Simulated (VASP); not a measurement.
# Co (P6_3/mmc) in VASP: further runs

Co is run at these levels: PBE; tasks: single point.

Everything below comes from runs of VASP 6.6.1. Logs are shortened: lines on timing, memory, paths and dates and some standing lists are left out, and cuts for length are marked.

### 1 The cell of the first run

The structure is hexagonal, space group P6_3/mmc (No. 194). The conventional cell has a = 2.492 Å, b = 2.492 Å, c = 4.033 Å, α = 90.00°, β = 90.00°, γ = 120.00°. Co (site symmetry -6m2) has 12 Co at 2.48 to 2.49 Å within 3.3 Å.

### 2 Single point, PBE, collinear spin, ferromagnetic start

The input, INCAR:

```
PREC = Accurate
ENCUT = 520
EDIFF = 1E-7
ISMEAR = 0
SIGMA = 0.1
LREAL = F
LASPH = T
NELM = 150
ALGO = Normal
ISIF = 2
LWAVE = F
LCHARG = F
ISPIN = 2
MAGMOM = 1.87 1.87
LORBIT = 11
LMAXMIX = 4
GGA = PE
NBANDS = 20
```

The input, KPOINTS:

```
Automatic mesh
0
Gamma
  18 18 10
```

The input, POSCAR:

```
Co
1.0
    2.4922555304      0.0000000000      0.0000000000
   -1.2461277652      2.1583566020      0.0000000000
    0.0000000000      0.0000000000      4.0333187271
Co
2
Direct
    0.3333333333      0.6666666667      0.2500000000
    0.6666666667      0.3333333333      0.7500000000
```

Potentials or basis: VASP PAW PBE potentials, release 64 (Co).

Started as:

```sh
$ cat potpaw_PBE.64/Co/POTCAR > POTCAR
$ mpirun -np 1 vasp_std > vasp.out
```

OUTCAR:

```text
PREC = Accurate
   ENCUT = 520
   EDIFF = 1E-7
   ISMEAR = 0
   LREAL = F
   LASPH = T
   NELM = 150
   ISIF = 2
   ISPIN = 2
   LORBIT = 11
   GGA = PE

 ion  position               nearest neighbor table
   1  0.333  0.667  0.250-   2 2.48   2 2.48   2 2.48   2 2.48   2 2.48   2 2.48
   2  0.667  0.333  0.750-   1 2.48   1 2.48   1 2.48   1 2.48   1 2.48   1 2.48

  LATTYP: Found a hexagonal cell.
 ALAT       =     2.4922555304
 C/A-ratio  =     1.6183407672

  Lattice vectors:

 A1 = (   2.4922555304,   0.0000000000,   0.0000000000)
 A2 = (  -1.2461277652,   2.1583566020,   0.0000000000)
 A3 = (   0.0000000000,   0.0000000000,   4.0333187271)

Analysis of symmetry for initial positions (statically):
=====================================================================
 Subroutine PRICEL returns:
 Original cell was already a primitive cell.

 Routine SETGRP: Setting up the symmetry group for a
 hexagonal supercell.

 Subroutine GETGRP returns: Found 24 space group operations
 (whereof 12 operations were pure point group operations)
 out of a pool of 24 trial point group operations.

The static configuration has the point symmetry D_3d.
 The point group associated with its full space group is D_6h.

Analysis of symmetry for dynamics (positions and initial velocities):
=====================================================================
 Subroutine PRICEL returns:
 Original cell was already a primitive cell.

 Routine SETGRP: Setting up the symmetry group for a
 hexagonal supercell.

 Subroutine GETGRP returns: Found 24 space group operations
 (whereof 12 operations were pure point group operations)
 out of a pool of 24 trial point group operations.

The dynamic configuration has the point symmetry D_3d.
 The point group associated with its full space group is D_6h.

Analysis of structural, dynamic, and magnetic symmetry:
=====================================================================
 Subroutine PRICEL returns:
 Original cell was already a primitive cell.

 Routine SETGRP: Setting up the symmetry group for a
 hexagonal supercell.

 Subroutine GETGRP returns: Found 24 space group operations
 (whereof 12 operations were pure point group operations)
 out of a pool of 24 trial point group operations.

The overall configuration has the point symmetry D_3d.
 The point group associated with its full space group is D_6h.

 Subroutine INISYM returns: Found 24 space group operations
 (whereof 12 operations are pure point group operations),
 and found     1 'primitive' translations

----------------------------------------------------------------------------------------

                                     Primitive cell

  volume of cell :      21.6959

  direct lattice vectors                    reciprocal lattice vectors
     2.492255530  0.000000000  0.000000000     0.401242966  0.231657734  0.000000000
    -1.246127765  2.158356602  0.000000000     0.000000000  0.463315468  0.000000000
     0.000000000  0.000000000  4.033318727     0.000000000  0.000000000  0.247934782

  length of vectors
     2.492255530  2.492255530  4.033318727     0.463315468  0.463315468  0.247934782

  position of ions in fractional coordinates (direct lattice)
     0.333333333  0.666666667  0.250000000
     0.666666667  0.333333333  0.750000000

  ion indices of the primitive-cell ions
   primitive index   ion index
                 1           1
                 2           2

----------------------------------------------------------------------------------------

 KPOINTS: Automatic mesh

Automatic generation of k-mesh.
 Grid dimensions read from file:
 generate k-points for:   18   18   10

 Generating k-lattice:

  Cartesian coordinates                     Fractional coordinates (reciprocal lattice)
     0.022291276  0.012869874  0.000000000     0.055555556  0.000000000  0.000000000
     0.000000000  0.025739748  0.000000000     0.000000000  0.055555556  0.000000000
     0.000000000  0.000000000  0.024793478     0.000000000  0.000000000  0.100000000

  Length of vectors
     0.025739748  0.025739748  0.024793478

  Shift w.r.t. Gamma in fractional coordinates (k-lattice)
     0.000000000  0.000000000  0.000000000

 Subroutine IBZKPT returns following result:
 ===========================================

 Found    222 irreducible k-points:

 Following reciprocal coordinates:
            Coordinates               Weight
  0.000000  0.000000  0.000000      1.000000
  0.055556 -0.000000  0.000000      6.000000
  0.111111 -0.000000  0.000000      6.000000
  0.166667  0.000000  0.000000      6.000000
  0.222222  0.000000  0.000000      6.000000
  0.277778  0.000000  0.000000      6.000000
[... 16 lines left out ...]
  0.333333  0.111111  0.000000     12.000000
  0.388889  0.111111  0.000000     12.000000
 [... further k-points ...]
   k-points           NKPTS =    222   k-points in BZ     NKDIM =    222   number of bands    NBANDS=     20
   number of dos      NEDOS =    301   number of ions     NIONS =      2
   total plane-waves  NPLWV =  12000
   dimension x,y,z NGX =    20 NGY =   20 NGZ =   30
   dimension x,y,z NGXF=    40 NGYF=   40 NGZF=   60
   ions per type =               2
   NGX,Y,Z   is equivalent  to a cutoff of  13.34, 13.34, 12.37 a.u.
   NGXF,Y,Z  is equivalent  to a cutoff of  26.68, 26.68, 24.73 a.u.
 SYSTEM =  unknown system
   PREC   = accura    normal or accurate (medium, high low for compatibility)
   ISTART =      0    job   : 0-new  1-cont  2-samecut
   ICHARG =      2    charge: 1-file 2-atom 10-const
   ISPIN  =      2    spin polarized calculation?
   LNONCOLLINEAR =      F non collinear calculations
   LSORBIT =      F    spin-orbit coupling
   LASPH  =      T    aspherical Exc in radial PAW
   ENCUT  =  520.0 eV  38.22 Ry    6.18 a.u.   4.63  4.63  7.50*2*pi/ulx,y,z
   NELM   =    150;   NELMIN=  2; NELMDL= -5     # of ELM steps
   EDIFF  = 0.1E-06   stopping-criterion for ELM
   LREAL  =      F    real-space projection
   EDIFFG = 0.1E-05   stopping-criterion for IOM
   NSW    =      0    number of steps for IOM
   IBRION =     -1    ionic relax: 0-MD 1-quasi-New 2-CG
   NFREE  =      0    steps in history (QN), initial steepest desc. (CG)
   ISIF   =      2    stress and relaxation
   ISYM   =      2    0-nonsym 1-usesym 2-fastsym
   POTIM  = 0.5000    time-step for ionic-motion
   TEBEG  =    0.0;   TEEND  =   0.0 temperature during run
   PSTRESS=    0.0 pullay stress
   NELECT =      18.0000    total number of electrons
   NUPDOWN=      -1.0000    fix difference up-down
   EMIN   =  10.00;   EMAX   =-10.00  energy-range for DOS
   EFERMI =   0.00;   METHOD = LEGACY
   ISMEAR =     0;   SIGMA  =   0.10  broadening in eV -4-tet -1-fermi 0-gaus
   EFERMI_NEDOS =   21; number of points for ismear=-14 and -15
   IALGO  =     38    algorithm
   IMIX   =      4    mixing-type and parameters
     AMIX     =   0.40;   BMIX     =  1.00
     AMIX_MAG =   1.60;   BMIX_MAG =  1.00
  volume/ion in A,a.u.               =      10.85        73.21
  Fermi-wavevector in a.u.,A,eV,Ry     =   1.538295  2.906956 32.196157  2.366351
  Thomas-Fermi vector in A             =   2.644683
   LORBIT       =     11    0 simple, 1 ext, 2 COOP (PROOUT), +10 PAW based schemes
   GGA     = PE    functional components
   LHFCALC =     F    Hartree Fock is set to
   AEXX    =    0.0000 exact exchange contribution
   IVDW    =     0    specifies the selected vdW correction
   LEPSILON=     F    determine dielectric tensor
   LRPA    =     F    only Hartree local field effects (RPA)
 spin polarized calculation
 Gauss-broadening in eV      SIGMA  =   0.10
  energy-cutoff  :      520.00
  volume of cell :       21.70
 maximum number of plane-waves:       602
 NGX is ok and might be reduce to    20
   NGX =  9   NGY =  9   NGZ = 15

 number of electron      17.9999997 magnetization       3.1881377

 Free energy of the ion-electron system (eV)
  ---------------------------------------------------
  ext. energy  EPLUGINS =         0.00000000
  ---------------------------------------------------
  free energy    TOTEN  =       -14.07618836 eV

  energy without entropy =      -14.06776100  energy(sigma->0) =      -14.07197468

 E-fermi :  10.2560     XC(G=0): -13.4046

 val. band max:       10.2545533093   @ k =   0.1667   0.1667   0.2000
 cond. band min:      10.2562565678   @ k =   0.1111  -0.0000   0.2000
 fundamental gap:      0.0017032585
 Fermi energy:        10.2560095131

 spin component 1

 k-point     1 :       0.0000    0.0000    0.0000
  band No.  band energies     occupation
      1       1.3539      1.00000
      2       5.1349      1.00000
      3       7.6508      1.00000
      4       7.6740      1.00000
      5       7.6740      1.00000
      6       7.9846      1.00000
[... 12 lines left out ...]
     19      36.1683      0.00000
     20      36.1683      0.00000
[... 507 lines left out ...]
 k-point    24 :       0.3889    0.1111    0.0000
  band No.  band energies     occupation
      1       5.6022      1.00000
      2       5.7717      1.00000
      3       5.8901      1.00000
      4       7.3459      1.00000
      5       7.4546      1.00000
      6       7.7422      1.00000
[... 12 lines left out ...]
     19      32.7937      0.00000
     20      35.1490      0.00000

 [... further k-points ...]

 spin component 2

 k-point     1 :       0.0000    0.0000    0.0000
  band No.  band energies     occupation
      1       1.3397      1.00000
      2       6.0634      1.00000
      3       9.2660      1.00000
      4       9.2966      1.00000
      5       9.2966      1.00000
      6       9.6606      1.00000
[... 12 lines left out ...]
     19      36.4489      0.00000
     20      36.4489      0.00000
[... 507 lines left out ...]
 k-point    24 :       0.3889    0.1111    0.0000
  band No.  band energies     occupation
      1       6.3527      1.00000
      2       6.9691      1.00000
      3       7.1144      1.00000
      4       8.1562      1.00000
      5       9.0427      1.00000
      6       9.2463      1.00000
[... 12 lines left out ...]
     19      33.1029      0.00000
     20      35.4896      0.00000

 [... further k-points ...]

------------------------ aborting loop because EDIFF is reached ----------------------------------------

  FORCE on cell =-STRESS in cart. coord.  units (eV):
  Direction    XX          YY          ZZ          XY          YZ          ZX
  --------------------------------------------------------------------------------------
  -------------------------------------------------------------------------------------
  Total       -0.0865588     -0.0865588     -0.1011869      0.0000000      0.0000000      0.0000000
  in kB       -6.3920983     -6.3920983     -7.4723414      0.0000000      0.0000000      0.0000000
  external PRESSURE =      -6.7521793 kB  Pullay stress =       0.0000000 kB

 VOLUME and BASIS-vectors are now :
 -----------------------------------------------------------------------------
  energy-cutoff  :      520.00
  volume of cell :       21.70
      direct lattice vectors                 reciprocal lattice vectors
     2.492255530  0.000000000  0.000000000     0.401242966  0.231657734  0.000000000
    -1.246127765  2.158356602  0.000000000     0.000000000  0.463315468  0.000000000
     0.000000000  0.000000000  4.033318727     0.000000000  0.000000000  0.247934782

 POSITION                                       TOTAL-FORCE (eV/Angst)
 -----------------------------------------------------------------------------------
     -0.00000      1.43890      1.00833         0.000000     -0.000000      0.000000
      1.24613      0.71945      3.02499        -0.000000      0.000000      0.000000
 -----------------------------------------------------------------------------------
    total drift:                               -0.000000     -0.000000     -0.000000

  FREE ENERGIE OF THE ION-ELECTRON SYSTEM (eV)
  ---------------------------------------------------
  free  energy   TOTEN  =       -14.0761883575 eV

  energy  without entropy=      -14.0677609966  energy(sigma->0) =      -14.07197468

 total charge

# of ion       s       p       d       tot
------------------------------------------
    1        0.488   0.521   7.264   8.273
    2        0.488   0.521   7.264   8.273
--------------------------------------------------
tot          0.977   1.042  14.528  16.547

 magnetization (x)

# of ion       s       p       d       tot
------------------------------------------
    1       -0.015  -0.056   1.687   1.615
    2       -0.015  -0.056   1.687   1.615
--------------------------------------------------
tot         -0.031  -0.112   3.373   3.230
```

Run time: 4.3 min. Hardware: 1 thread of Intel Xeon 8259CL, shared host; peak memory 0.25 GiB.

Results:

```yaml
Free_energy: -14.0762 eV
Pressure: -0.7 GPa
Net_moment: 3.19 μB per cell
Site_moments: Co +1.61 μB
Valence_electrons_inside_the_program's_atomic_spheres: Co 8.27
```

### 3 Single point, PBE, collinear spin, ferromagnetic start

The input, INCAR:

```
SYSTEM = Co
ALGO = Fast ; EDIFF = 1E-6
ENCUT = 520 ; GGA = PE
ISIF = 2 ; ISMEAR = 0
ISPIN = 2 ; LASPH = .True.
LCHARG = .False. ; LMAXMIX = 4
LORBIT = 11 ; LREAL = .False.
LWAVE = .False. ; MAGMOM = 1.87 1.87
NBANDS = 20 ; NELM = 150
PREC = Accurate ; SIGMA = 0.1
```

The input, KPOINTS:

```
k-points
0
Gamma
  18 18 10
  0 0 0
```

POSCAR is that of step 2.

Potentials or basis: VASP PAW PBE potentials, release 64 (Co).

Started as:

```sh
$ cat potpaw_PBE.64/Co/POTCAR > POTCAR
$ mpirun -np 1 vasp_std > vasp.out
```

Run time: 4.5 min. Hardware: 1 thread of Intel Xeon 8259CL, shared host; peak memory 0.25 GiB.

Results (log left out):

- Free energy: -14.0762 eV
- Pressure: -0.7 GPa
- Net moment: 3.19 μB per cell
- Site moments: Co +1.61 μB
- Valence electrons inside the program's atomic spheres: Co 8.27

Stress tensor (GPa, compression positive):
```
-0.62  0.00  0.00
 0.00 -0.62  0.00
 0.00  0.00 -0.73
```

Levels at points of the mesh, in eV from the Fermi level:
Spin up:
| k point | band 7 | band 8 | band 9 | band 10 | band 11 | band 12 | band 13 | band 14 | band 15 | band 16 |
| --- | --- | --- | --- | --- | --- | --- | --- | --- | --- | --- |
| (0.00, 0.00, 0.00) | -2.27 | -1.93 | -1.93 | -0.83 | -0.83 | -0.07 | 6.35 | 21.99 | 24.56 | 24.56 |
| (0.50, 0.00, 0.00) | -2.18 | -0.69 | -0.61 | -0.54 | 1.31 | 3.32 | 9.69 | 10.34 | 12.74 | 13.96 |
| (0.00, 0.00, 0.50) | -2.65 | -2.65 | -1.14 | -1.14 | -1.14 | -1.14 | 15.01 | 15.01 | 22.72 | 22.72 |
| (0.50, 0.00, 0.50) | -1.06 | -1.06 | -0.60 | -0.60 | 1.61 | 1.61 | 7.27 | 7.27 | 18.36 | 18.36 |
Spin down:
```tsv
k point	band 3	band 4	band 5	band 6	band 7	band 8	band 9	band 10	band 11	band 12
(0.00, 0.00, 0.00)	-0.99	-0.96	-0.96	-0.60	-0.60	-0.17	-0.17	-0.15	1.05	1.05
(0.50, 0.00, 0.00)	-3.24	-1.85	-1.11	-1.03	-0.62	1.17	1.31	1.34	2.53	4.29
(0.00, 0.00, 0.50)	-1.54	-1.54	-1.02	-1.02	-1.02	-1.02	0.71	0.71	0.71	0.71
(0.50, 0.00, 0.50)	-2.37	-2.37	-0.06	-0.06	0.25	0.25	1.27	1.27	2.20	2.20
```
